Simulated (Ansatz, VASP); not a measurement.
## Au in VASP and in Ansatz

```
CELL_PARAMETERS angstrom
0.00000 3.08188 3.08188
3.08188 0.00000 3.08188
3.08188 3.08188 0.00000
ATOMIC_POSITIONS crystal
Au 0.50000 0.50000 0.50000
Au 0.75000 0.75000 0.75000
```

Alike in both runs: functional PBE; k mesh 6 × 6 × 6; occupations gaussian, width 0.1 eV; no spin polarisation.

Ansatz relaxed the structure, and its values are those at the end. VASP's run is a single point on that final structure, the one shown.

```csv
,VASP,Ansatz
version,VASP 6.6.1,Ansatz 0.2.0
potentials or method,"VASP PAW PBE potentials, release 64 (Au), cutoff 520 eV","scalar-relativistic, plane waves, PAW"
valence electrons in the cell,22,38
```

```csv
,VASP,Ansatz,Ansatz less VASP
gap on the k mesh at the Fermi level (eV),none,none,-
pressure (GPa),0.1,0.2,+0.09
```

A gap of «none» marks a metal or a gap that the smearing closes. VASP's potentials hold 22 valence electrons a cell and Ansatz's 38, so a difference there can come from the potentials and not from the codes.

Spin-orbit coupling is off throughout.
